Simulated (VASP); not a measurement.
A run of VASP 6.6.1 is set up as follows.

The input INCAR:

```
PREC = Accurate
ENCUT = 520
EDIFF = 1E-6
ISMEAR = -1
SIGMA = 0.02
LREAL = False
LASPH = True
NELM = 60
ALGO = Normal
ISIF = 2
LWAVE = False
LCHARG = False
GGA = PE
NBANDS = 16
```

KPOINTS

```
Automatic mesh
0
Gamma
  8 8 8
```

POSCAR

```
ZnS
1.0
    0.0000000000      2.6940858334      2.6132632584
    2.6940858334      0.0000000000      2.6132632584
    2.6940858334      2.6940858334      0.0000000000
Zn S
1 1
Direct
    0.0000000000      0.0000000000      0.0000000000
    0.2500000000      0.2500000000      0.2500000000
```

Potentials or basis: VASP PAW PBE potentials, release 64 (Zn, S).

Command:

```bash
$ cat potpaw_PBE.64/Zn/POTCAR potpaw_PBE.64/S/POTCAR > POTCAR
$ mpirun -np 1 vasp_std > vasp.out
```

**Question.** Estimate the band gap on the k mesh.

**Answer.** 2.22 eV, direct.

**Question.** Predict the pressure.

**Answer.** 5.0 GPa.

Stress tensor (GPa, compression positive):
```
4.67 0.00 0.00
0.00 4.67 0.00
0.00 0.00 5.76
```

Caveat: the cell differs from its parent crystal (uniaxial z strain -3.0%).
